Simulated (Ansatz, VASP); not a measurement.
Two plane-wave programs on Te

File INCAR:

```
SYSTEM = Te
  PREC = Accurate
  ENCUT = 520
  EDIFF = 1E-7
  ISMEAR = -1
  SIGMA = 0.1
  LREAL = .False.
  LASPH = .True.
  NELM = 60
  ALGO = Normal
  ISIF = 2
  LWAVE = .False.
  LCHARG = .False.
  GGA = RP
  NBANDS = 16
```

The input KPOINTS:

```
Automatic mesh
0
Gamma
  8 8 11
  0 0 0
```

The input POSCAR:

```
Te
1.0
    5.5296766673      0.0000000000      0.0000000000
   -2.7648383336      4.7888404686      0.0000000000
    0.0000000000      0.0000000000      3.2464641440
Te
3
Direct
    0.0000000000      0.0000000000      0.0000000000
    0.3333333333      0.6666666667      0.5000000000
    0.6666666667      0.3333333333      0.5000000000
```

Input for Ansatz:

```yaml
crystal:
  lattice:
    - [5.5296766673, 0.0, 0.0]
    - [-2.7648383336, 4.7888404686, 0.0]
    - [0.0, 0.0, 3.246464144]
  atoms:
    - { symbol: Te, position: [0.0, 0.0, 0.0] }
    - { symbol: Te, position: [0.3333333333, 0.6666666667, 0.5] }
    - { symbol: Te, position: [0.6666666667, 0.3333333333, 0.5] }
hamiltonian:
  xc: rpbe
  pseudopotentials:
    kind: paw
    azcp:
      Te: "pseudopotentials/Te.paw.azcp"
basis:
  ecutwfc: 420
  fft_grid_basis: typed
kpoints:
  mp_grid: { grid: [8, 8, 11], shift: [0, 0, 0] }
magnetization:
  spin_polarized: false
scf:
  occupations: { method: fermi_dirac, width: 0.1 }
  lower_state_search: "off"
output:
  stress: true
  write_density: true
  write_potential: true
  elf: true
  volumetric_format: npy
```

Alike in both runs: task single point; functional RPBE; k mesh 8 × 8 × 11; occupations fermi-dirac, width 0.1 eV; no spin polarisation.

|  | VASP | Ansatz |
| --- | --- | --- |
| version | VASP 6.6.1 | Ansatz 0.2.0 |
| potentials or method | VASP PAW PBE potentials, release 64 (Te), cutoff 520 eV | plane waves (420 eV) with PAW, scalar-relativistic |
| valence electrons in the cell | 18 | 48 |

VASP gave:

| Quantity | Value |
| --- | --- |
| pressure (GPa) | 1.8 |
| traceless stress, the component that is largest in VASP (GPa) | -1.36 |

Question: Which values does Ansatz return?

Answer: Pressure (GPa): 1.9; traceless stress, the component that is largest in VASP (GPa): -1.35.

VASP's potentials were made for PBE, not for RPBE. VASP's potentials hold 18 valence electrons a cell and Ansatz's 48, so a difference there can come from the potentials and not from the codes.

Neither program's run includes spin-orbit coupling.
